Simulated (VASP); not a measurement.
Si2W (MoSi2 type), 3 atoms in the cell. The structure is tetragonal, space group I4/mmm (No. 139). Conventional cell: a = 2.711 Å, b = 2.711 Å, c = 6.919 Å, α = 90.00°, β = 90.00°, γ = 90.00°. W (site symmetry 4/mmm) has 10 Si at 2.25 to 2.27 Å and 4 W at 2.71 Å within 3.0 Å. Si (site symmetry 4mm) has 9 Si at 2.20 to 2.71 Å and 5 W at 2.25 to 2.27 Å within 2.9 Å. 

| Item | Value |
| --- | --- |
| Program | VASP 6.6.1 |
| Task | single point |
| Functional | PBE |
| Potentials or basis | VASP PAW PBE potentials, release 64 (W_sv, Si) |
| Cutoff | 520 eV |
| k mesh | 14 × 14 × 14 |
| Occupations | fermi-dirac, width 0.1 eV |
| Spin | no spin polarisation |
| Dipole correction | no |
| k mesh for the DOS | 21 × 21 × 21 |
| Occupations for the DOS | tetrahedron |
| Further INCAR settings | ALGO = Normal; EDIFF = 1e-06 |

Potentials or basis: VASP PAW PBE potentials, release 64 (W_sv, Si).

Command:

```console
$ cat potpaw_PBE.64/W_sv/POTCAR potpaw_PBE.64/Si/POTCAR > POTCAR
$ cp INCAR.step1 INCAR
$ cp KPOINTS.step1 KPOINTS
$ mpirun -np 1 vasp_std > vasp.out
$ cp INCAR.step2 INCAR
$ cp KPOINTS.step2 KPOINTS
$ mpirun -np 1 vasp_std > vasp.out
```

Hardware: 1 thread of Intel(R) Xeon(R) 6975P-C (Granite Rapids), on a shared host.

Problem. How long does it take, and how much memory?

Solution. It took 2.4 min on 1 thread of Intel(R) Xeon(R) 6975P-C (Granite Rapids), with other jobs on the host, peak memory 0.41 GiB. Counts: k points 726.
